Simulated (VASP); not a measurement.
# Sr (P6_3/mmc) in VASP: relaxation of cell and atoms with PBE

Aim: the relaxation of cell and atoms of Sr with PBE.

All numbers are computed with VASP 6.6.1; they aren't measurements. Logs are shortened: lines on timing, memory, paths and dates and some standing lists are left out, and cuts for length are marked.

**1. The cell of the first run**

The structure is hexagonal, space group P6_3/mmc (No. 194). Conventional cell: a = 3.601 Å, b = 3.601 Å, c = 5.963 Å, α = 90.00°, β = 90.00°, γ = 120.00°. Within 4.7 Å of Sr (site symmetry -6m2) lie 12 Sr at 3.60 to 3.63 Å.

**2. Relaxation of cell and atoms, PBE, target pressure 12 GPa, at which the enthalpy is minimised**

INCAR

```
ALGO = Normal ; EDIFF = 1E-6
EDIFFG = -0.005 ; ENCUT = 600
GGA = PE ; IBRION = 2
ISIF = 3 ; ISMEAR = -1
LASPH = True ; LCHARG = False
LREAL = False ; LWAVE = False
NELM = 100 ; NSW = 32
PREC = Accurate ; PSTRESS = 120.0
SIGMA = 0.1
```

KPOINTS

```
k-points
0
Gamma
  12 12 7
```

POSCAR

```
Sr
1.0
    3.6010670454      0.0000000000      0.0000000000
   -1.8005335227      3.1186155420      0.0000000000
    0.0000000000      0.0000000000      5.9632367093
Sr
2
Direct
    0.3333333333      0.6666666667      0.2500000000
    0.6666666667      0.3333333333      0.7500000000
```

Potentials or basis: VASP PAW PBE potentials, release 64 (Sr_sv).

The run is started by

```sh
cat potpaw_PBE.64/Sr_sv/POTCAR > POTCAR
mpirun -np 1 vasp_std > vasp.out
```

OUTCAR:

```text
EDIFF = 1E-6
   EDIFFG = -0.005
   ENCUT = 600
   GGA = PE
   IBRION = 2
   ISIF = 3
   ISMEAR = -1
   LASPH = True
   LREAL = False
   NELM = 100
   NSW = 32
   PREC = Accurate
   PSTRESS = 120.0

 ion  position               nearest neighbor table
   1  0.333  0.667  0.250-   2 3.63   2 3.63   2 3.63   2 3.63   2 3.63   2 3.63   2 5.12   2 5.12
                             2 5.12   2 5.12   2 5.12   2 5.12
   2  0.667  0.333  0.750-   1 3.63   1 3.63   1 3.63   1 3.63   1 3.63   1 3.63   1 5.12   1 5.12
                             1 5.12   1 5.12   1 5.12   1 5.12

  LATTYP: Found a hexagonal cell.
 ALAT       =     3.6010670454
 C/A-ratio  =     1.6559638113

  Lattice vectors:

 A1 = (   3.6010670454,   0.0000000000,   0.0000000000)
 A2 = (  -1.8005335227,   3.1186155420,   0.0000000000)
 A3 = (   0.0000000000,   0.0000000000,   5.9632367093)

Analysis of symmetry for initial positions (statically):
=====================================================================
 Subroutine PRICEL returns:
 Original cell was already a primitive cell.

 Routine SETGRP: Setting up the symmetry group for a
 hexagonal supercell.

 Subroutine GETGRP returns: Found 24 space group operations
 (whereof 12 operations were pure point group operations)
 out of a pool of 24 trial point group operations.

The static configuration has the point symmetry D_3d.
 The point group associated with its full space group is D_6h.

Analysis of symmetry for dynamics (positions and initial velocities):
=====================================================================
 Subroutine PRICEL returns:
 Original cell was already a primitive cell.

 Routine SETGRP: Setting up the symmetry group for a
 hexagonal supercell.

 Subroutine GETGRP returns: Found 24 space group operations
 (whereof 12 operations were pure point group operations)
 out of a pool of 24 trial point group operations.

The dynamic configuration has the point symmetry D_3d.
 The point group associated with its full space group is D_6h.

 Subroutine INISYM returns: Found 24 space group operations
 (whereof 12 operations are pure point group operations),
 and found     1 'primitive' translations

----------------------------------------------------------------------------------------

                                     Primitive cell

  volume of cell :      66.9692

  direct lattice vectors                    reciprocal lattice vectors
     3.601067045  0.000000000  0.000000000     0.277695468  0.160327553  0.000000000
    -1.800533523  3.118615542  0.000000000     0.000000000  0.320655107  0.000000000
     0.000000000  0.000000000  5.963236709     0.000000000  0.000000000  0.167694165

  length of vectors
     3.601067045  3.601067045  5.963236709     0.320655107  0.320655107  0.167694165

  position of ions in fractional coordinates (direct lattice)
     0.333333333  0.666666667  0.250000000
     0.666666667  0.333333333  0.750000000

  ion indices of the primitive-cell ions
   primitive index   ion index
                 1           1
                 2           2

----------------------------------------------------------------------------------------

 KPOINTS: k-points

Automatic generation of k-mesh.
 Grid dimensions read from file:
 generate k-points for:   12   12    7

 Generating k-lattice:

  Cartesian coordinates                     Fractional coordinates (reciprocal lattice)
     0.023141289  0.013360629  0.000000000     0.083333333  0.000000000  0.000000000
     0.000000000  0.026721259  0.000000000     0.000000000  0.083333333  0.000000000
     0.000000000  0.000000000  0.023956309     0.000000000  0.000000000  0.142857143

  Length of vectors
     0.026721259  0.026721259  0.023956309

  Shift w.r.t. Gamma in fractional coordinates (k-lattice)
     0.000000000  0.000000000  0.000000000

 Subroutine IBZKPT returns following result:
 ===========================================

 Found     76 irreducible k-points:

 Following reciprocal coordinates:
            Coordinates               Weight
  0.000000  0.000000  0.000000      1.000000
  0.083333  0.000000  0.000000      6.000000
  0.166667  0.000000  0.000000      6.000000
  0.250000  0.000000  0.000000      6.000000
  0.333333  0.000000  0.000000      6.000000
  0.416667 -0.000000  0.000000      6.000000
[... 16 lines left out ...]
  0.250000  0.000000  0.142857     12.000000
  0.333333  0.000000  0.142857     12.000000
 [... further k-points ...]
   k-points           NKPTS =     76   k-points in BZ     NKDIM =     76   number of bands    NBANDS=     14
   number of dos      NEDOS =    301   number of ions     NIONS =      2
   total plane-waves  NPLWV =  43200
   dimension x,y,z NGX =    30 NGY =   30 NGZ =   48
   dimension x,y,z NGXF=    60 NGYF=   60 NGZF=   96
   ions per type =               2
   NGX,Y,Z   is equivalent  to a cutoff of  13.85, 13.85, 13.38 a.u.
   NGXF,Y,Z  is equivalent  to a cutoff of  27.70, 27.70, 26.76 a.u.
 SYSTEM =  unknown system
   PREC   = accura    normal or accurate (medium, high low for compatibility)
   ISTART =      0    job   : 0-new  1-cont  2-samecut
   ICHARG =      2    charge: 1-file 2-atom 10-const
   ISPIN  =      1    spin polarized calculation?
   LNONCOLLINEAR =      F non collinear calculations
   LSORBIT =      F    spin-orbit coupling
   LASPH  =      T    aspherical Exc in radial PAW
   ENCUT  =  600.0 eV  44.10 Ry    6.64 a.u.   7.19  7.19 11.91*2*pi/ulx,y,z
   NELM   =    100;   NELMIN=  2; NELMDL= -5     # of ELM steps
   EDIFF  = 0.1E-05   stopping-criterion for ELM
   LREAL  =      F    real-space projection
   EDIFFG = -.5E-02   stopping-criterion for IOM
   NSW    =     32    number of steps for IOM
   IBRION =      2    ionic relax: 0-MD 1-quasi-New 2-CG
   NFREE  =      1    steps in history (QN), initial steepest desc. (CG)
   ISIF   =      3    stress and relaxation
   ISYM   =      2    0-nonsym 1-usesym 2-fastsym
   POTIM  = 0.5000    time-step for ionic-motion
   TEBEG  =    0.0;   TEEND  =   0.0 temperature during run
   PSTRESS=  120.0 pullay stress
   NELECT =      20.0000    total number of electrons
   NUPDOWN=      -1.0000    fix difference up-down
   EMIN   =  10.00;   EMAX   =-10.00  energy-range for DOS
   EFERMI =   0.00;   METHOD = LEGACY
   ISMEAR =    -1;   SIGMA  =   0.10  broadening in eV -4-tet -1-fermi 0-gaus
   EFERMI_NEDOS =   21; number of points for ismear=-14 and -15
   IALGO  =     38    algorithm
   IMIX   =      4    mixing-type and parameters
     AMIX     =   0.40;   BMIX     =  1.00
     AMIX_MAG =   1.60;   BMIX_MAG =  1.00
  volume/ion in A,a.u.               =      33.48       225.97
  Fermi-wavevector in a.u.,A,eV,Ry     =   1.094275  2.067880 16.292129  1.197438
  Thomas-Fermi vector in A             =   2.230577
   LORBIT       =      0    0 simple, 1 ext, 2 COOP (PROOUT), +10 PAW based schemes
   GGA     = PE    functional components
   LHFCALC =     F    Hartree Fock is set to
   AEXX    =    0.0000 exact exchange contribution
   IVDW    =     0    specifies the selected vdW correction
   LEPSILON=     F    determine dielectric tensor
   LRPA    =     F    only Hartree local field effects (RPA)
 conjugate gradient relaxation of ions
 non-spin polarized calculation
  energy-cutoff  :      600.00
  volume of cell :       66.97
 maximum number of plane-waves:      2259
 NGX is ok and might be reduce to    30
   NGX = 15   NGY = 15   NGZ = 23

--------------------------------------- Ionic step        1  -------------------------------------------

 number of electron      20.0000000 magnetization

 Free energy of the ion-electron system (eV)
  ---------------------------------------------------
  ext. energy  EPLUGINS =         0.00000000
  ---------------------------------------------------
  free energy    TOTEN  =        -2.12664839 eV

  energy without entropy =       -2.05900147  energy(sigma->0) =       -2.09282493

------------------------ aborting loop because EDIFF is reached ----------------------------------------

  FORCE on cell =-STRESS in cart. coord.  units (eV):
  Direction    XX          YY          ZZ          XY          YZ          ZX
  --------------------------------------------------------------------------------------
  -------------------------------------------------------------------------------------
  Total        5.0562577      5.0562577      5.0447540      0.0000000     -0.0000000      0.0000000
  in kB      120.9663812    120.9663812    120.6911644      0.0000000     -0.0000000      0.0000000
  external PRESSURE =       0.8746423 kB  Pullay stress =     120.0000000 kB
[... 61 lines left out ...]
  enthalpy is  TOTEN    =         2.8891778182 eV   P V=        5.0291454112

--------------------------------------- Ionic step        3  -------------------------------------------

 number of electron      20.0000000 magnetization

 Free energy of the ion-electron system (eV)
  ---------------------------------------------------
  ext. energy  EPLUGINS =         0.00000000
  ---------------------------------------------------
  free energy    TOTEN  =        -2.13779694 eV

  energy without entropy =       -2.07002057  energy(sigma->0) =       -2.10390875

 E-fermi :   3.5050     XC(G=0):  -9.0290

 val. band max:        3.5024934870   @ k =   0.2500   0.1667   0.0000
 cond. band min:       3.5224798514   @ k =   0.3333   0.0000   0.0000
 fundamental gap:      0.0199863645
 Fermi energy:         3.5050434065

 k-point     1 :       0.0000    0.0000    0.0000
  band No.  band energies     occupation
      1     -32.2223      2.00000
      2     -32.1055      2.00000
      3     -14.7686      2.00000
      4     -13.9260      2.00000
      5     -13.9260      2.00000
      6     -13.8149      2.00000
      7     -13.8140      2.00000
      8     -13.8140      2.00000
      9      -0.5686      2.00000
     10       2.1707      2.00000
     11       4.8804      0.00000
     12       6.3076      0.00000
     13       6.4133      0.00000
     14       6.4133      0.00000
[... 375 lines left out ...]
 k-point    24 :       0.3333    0.0000    0.1429
  band No.  band energies     occupation
      1     -32.1299      2.00000
      2     -32.0693      2.00000
      3     -14.5862      2.00000
      4     -14.4453      2.00000
      5     -14.3659      2.00000
      6     -14.0859      2.00000
      7     -13.9372      2.00000
      8     -13.9184      2.00000
      9       1.6159      2.00000
     10       3.1810      1.92467
     11       3.6204      0.47983
     12       4.5673      0.00005
     13       5.6868      0.00000
     14       6.0737      0.00000

 [... further k-points ...]
[... 5 lines left out ...]
  --------------------------------------------------------------------------------------
  -------------------------------------------------------------------------------------
  Total        5.0275096      5.0275096      5.0221940      0.0000000      0.0000000      0.0000000
  in kB      120.0127936    120.0127936    119.8859034      0.0000000      0.0000000      0.0000000
  external PRESSURE =      -0.0295032 kB  Pullay stress =     120.0000000 kB
[... 17 lines left out ...]
  FREE ENERGIE OF THE ION-ELECTRON SYSTEM (eV)
  ---------------------------------------------------
  free  energy   TOTEN  =        -2.1377969361 eV

  energy  without entropy=       -2.0700205653  energy(sigma->0) =       -2.10390875

  enthalpy is  TOTEN    =         2.8891766877 eV   P V=        5.0269736238

 reached required accuracy - stopping structural energy minimisation
```

Run time: 75 s. Hardware: 1 thread of AMD EPYC 9R45 (Zen 5), shared host; peak memory 0.23 GiB.

What came out:

```
Free energy                                            : -2.1378 eV
Relaxed volume                                         : 33.56 Å³/atom
Relaxed cell                                           : a = 3.604 Å, b = 3.604 Å, c = 5.967 Å, α = 90.00°, β = 90.00°, γ = 120.00°
Space group after relaxing (to 0.05 Å)                 : P6_3/mmc (No. 194)
Energy change on relaxing (the enthalpy is what falls) : -5.6 meV/atom
Ionic steps                                            : 3
Pressure after relaxing                                : 12.0 GPa
Band gap on the k mesh                                 : zero (band 10 reaches 3.83 eV, above the bottom of band 11 at 3.13 eV)
```

The path:
```
step  energy change (eV)  largest force (eV/Å)  pressure (GPa)  volume (Å³)
   1              0.0000                0.0000           12.09        66.97
   2             -0.0133                0.0000           11.98        67.15
   3             -0.0111                0.0000           12.00        67.12
```

Final structure:
```
Sr
1.0
     3.60400    0.00000    0.00000
    -1.80200    3.12116    0.00000
     0.00000    0.00000    5.96671
Sr
2
Direct
  0.33333 0.66667 0.25000
  0.66667 0.33333 0.75000
```

Caveat: the cell is relaxed towards a set pressure, so the enthalpy falls and the energy may rise.
